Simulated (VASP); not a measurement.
Set up this calculation in VASP 6.6.1, as the native input.

- Task: single point
- Functional: PBEsol
- Potentials or basis: VASP PAW PBE potentials, release 64 (Si)
- Cutoff: 520 eV
- k mesh: 5 × 5 × 5
- Occupations: fermi-dirac, width 0.1 eV
- Spin: no spin polarisation
- Dipole correction: no
- Further INCAR settings: ALGO = Normal; EDIFF = 1e-06; NBANDS = 21

The structure of Si lies in POSCAR:

```
Si
1.0
   -3.3360831900      3.3360831900      3.3360831900
    3.3360831900     -3.3360831900      3.3360831900
    3.3360831900      3.3360831900     -3.3360831900
Si
6
Direct
    0.7500000000      0.2500000000      0.5000000000
    0.7500000000      0.5000000000      0.2500000000
    0.5000000000      0.2500000000      0.7500000000
    0.2500000000      0.5000000000      0.7500000000
    0.2500000000      0.7500000000      0.5000000000
    0.5000000000      0.7500000000      0.2500000000
```

One way to write it, as run:

INCAR

```
PREC = Accurate
ENCUT = 520
EDIFF = 1E-6
ISMEAR = -1
SIGMA = 0.1
LREAL = False
LASPH = True
NELM = 100
ALGO = Normal
ISIF = 2
LWAVE = False
LCHARG = False
GGA = PS
NBANDS = 21
```

KPOINTS

```
Automatic mesh
0
Gamma
  5 5 5
```

Potentials or basis: VASP PAW PBE potentials, release 64 (Si).

Run with:

```bash
$ cat potpaw_PBE.64/Si/POTCAR > POTCAR
$ mpirun -np 1 vasp_std > vasp.out
```

It gave:

```json
{
 "Pressure": "0.7 GPa",
 "Band gap on the k mesh": "0.26 eV, direct"
}
```

Caveat: the PAW data sets were made with another functional, which shifts forces and pressure a little.

It took 36 s on 1 thread of Intel(R) Xeon(R) Platinum 8488C (Sapphire Rapids), with other jobs on the host, peak memory 0.29 GiB.
